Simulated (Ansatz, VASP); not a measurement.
# Two plane-wave programs on ReBi

```
CELL_PARAMETERS angstrom
0.00000 3.10723 3.10723
3.10723 0.00000 3.10723
3.10723 3.10723 0.00000
ATOMIC_POSITIONS crystal
Re 0.00000 0.00000 0.00000
Bi 0.25000 0.25000 0.25000
```

Alike in both runs: task relaxation of cell and atoms; functional PBE; k mesh 11 × 11 × 11; occupations fermi-dirac, width 0.1 eV; no spin polarisation.

|  | VASP | Ansatz |
| --- | --- | --- |
| version | VASP 6.6.1 | Ansatz 0.2.0 |
| potentials or method | VASP PAW PBE potentials, release 64 (Re, Bi_d) | PAW with Ansatz's default frozen-core files, scalar-relativistic |
| plane-wave cutoff (eV) | 600 | 420 |
| valence electrons in the cell | 22 | 30 |

|  | VASP | Ansatz | Ansatz less VASP |
| --- | --- | --- | --- |
| relaxed volume (Å³/atom) | 30.16 | 30.16 | -0.002 |
| relaxed cell length with the largest relative difference (Å) | 4.402 | 4.402 | -0.0001 |

VASP's potentials hold 22 valence electrons a cell and Ansatz's 30, so a difference there can come from the potentials and not from the codes.

Spin-orbit coupling is off throughout.
